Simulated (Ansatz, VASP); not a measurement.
# Two plane-wave programs on NaF

Contents of POSCAR:

```
NaF
1.0
    0.0000000000      2.2971680881      2.2971680881
    2.2971680881      0.0000000000      2.2971680881
    2.2971680881      2.2971680881      0.0000000000
Na F
1 1
Direct
    0.0000000000      0.0000000000      0.0000000000
    0.5000000000      0.5000000000      0.5000000000
```

The input INCAR.step1:

```
SYSTEM = NaF
PREC = Accurate
ENCUT = 520
EDIFF = 1E-5
ISMEAR = 0
SIGMA = 0.01
LREAL = .False.
LASPH = .True.
NELM = 60
ALGO = Normal
ISIF = 2
LWAVE = .True.
LCHARG = .False.
GGA = PE
NBANDS = 14
```

File INCAR.step2:

```
SYSTEM = NaF
PREC = Accurate
ENCUT = 520
EDIFF = 1E-7
ISMEAR = 0
SIGMA = 0.01
LREAL = .False.
LASPH = .True.
NELM = 60
ALGO = Normal
ISIF = 2
LWAVE = .False.
LCHARG = .False.
GGA = PE
LHFCALC = .True.
AEXX = 0.35
PRECFOCK = Normal
ISTART = 1
NBANDS = 14
```

The input KPOINTS:

```
Automatic mesh
0
Gamma
  4 4 4
  0 0 0
```

Input for Ansatz:

```yaml
crystal:
  lattice:
    - [0.0, 2.2971680881, 2.2971680881]
    - [2.2971680881, 0.0, 2.2971680881]
    - [2.2971680881, 2.2971680881, 0.0]
  atoms:
    - { symbol: Na, position: [0.0, 0.0, 0.0] }
    - { symbol: F, position: [0.5, 0.5, 0.5] }
kpoints:
  mp_grid: { grid: [4, 4, 4] }
hamiltonian:
  xc: { exchange: pbe, correlation: pbe, exx: { coeff: 0.35 } }
scf:
  occupations: { method: fixed }
  n_extra_bands: 4
output:
  forces: true
  stress: true
  eigenvalues: true
```

Alike in both runs: task single point; functional PBE-based global hybrid; k mesh 4 × 4 × 4; no spin polarisation.

|  | VASP | Ansatz |
| --- | --- | --- |
| version | VASP 6.6.1 | Ansatz 0.2.0 |
| potentials or method | VASP PAW PBE potentials, release 64 (Na_pv, F) | plane waves |
| plane-wave cutoff (eV) | 520 | 420 |
| occupations | gaussian, width 0.01 eV | fixed |
| valence electrons in the cell | 14 | 16 |

VASP gave:

- gap on the k mesh at the Fermi level (eV): 10.60
- pressure (GPa): 0.7

Task: What did Ansatz give for the same quantities?

Result: gap on the k mesh at the Fermi level (eV): 10.61; pressure (GPa): 0.6.

VASP's potentials were made for PBE, not for PBE-based global hybrid. VASP's potentials hold 14 valence electrons a cell and Ansatz's 16, so a difference there can come from the potentials and not from the codes. Ansatz's warnings: stress exchange threshold loose, stress scf threshold loose.

The k mesh is coarse, so the values compare programs but aren't converged.
